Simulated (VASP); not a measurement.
# Ni: single point with LDA

Ni:

```
Ni
1.0
     0.00000    1.78512    1.78512
     1.78512    0.00000    1.78512
     1.78512    1.78512    0.00000
Ni
1
Direct
  0.00000 0.00000 0.00000
```

This cell differs from its parent crystal: volume scaled by 1.04.

- Program: VASP 6.6.1
- Task: single point
- Functional: LDA
- Potentials or basis: VASP PAW LDA potentials, release 64 (Ni)
- Cutoff: 520 eV
- k mesh: 16 × 16 × 16
- Occupations: fermi-dirac, width 0.1 eV
- Spin: collinear spin, ferromagnetic start
- Starting moments: [1.5] μB

The pressure is -23.1 GPa. The net moment is 0.58 μB per cell, the site moments are Ni +0.58 μB and the valence electrons inside the program's atomic spheres are Ni 9.25.

Levels at points of the mesh, in eV from the Fermi level:
Spin up:
| k point | band 2 | band 3 | band 4 | band 5 | band 6 | band 7 | band 8 | band 9 |
| --- | --- | --- | --- | --- | --- | --- | --- | --- |
| (0.00, 0.00, 0.00) | -2.20 | -2.20 | -2.20 | -1.13 | -1.13 | 23.42 | 26.82 | 26.82 |
| (0.50, 0.00, 0.00) | -2.20 | -2.20 | -0.48 | -0.48 | -0.16 | 5.43 | 21.97 | 23.81 |
| (0.50, 0.50, 0.00) | -3.86 | -0.46 | -0.34 | -0.34 | 2.45 | 8.90 | 14.38 | 14.38 |
Spin down:
| k point | band 3 | band 4 | band 5 | band 6 | band 7 | band 8 |
| --- | --- | --- | --- | --- | --- | --- |
| (0.00, 0.00, 0.00) | -1.62 | -1.62 | -0.58 | -0.58 | 23.40 | 26.87 |
| (0.50, 0.00, 0.00) | -1.67 | -0.13 | 0.14 | 0.14 | 5.79 | 21.94 |
| (0.50, 0.50, 0.00) | 0.11 | 0.32 | 0.32 | 2.49 | 9.16 | 14.44 |

Run time: 46 s on 1 thread of Intel(R) Xeon(R) Platinum 8259CL CPU @ 2.50GHz (Skylake/Cascade Lake), on a shared host, peak memory 0.15 GiB.
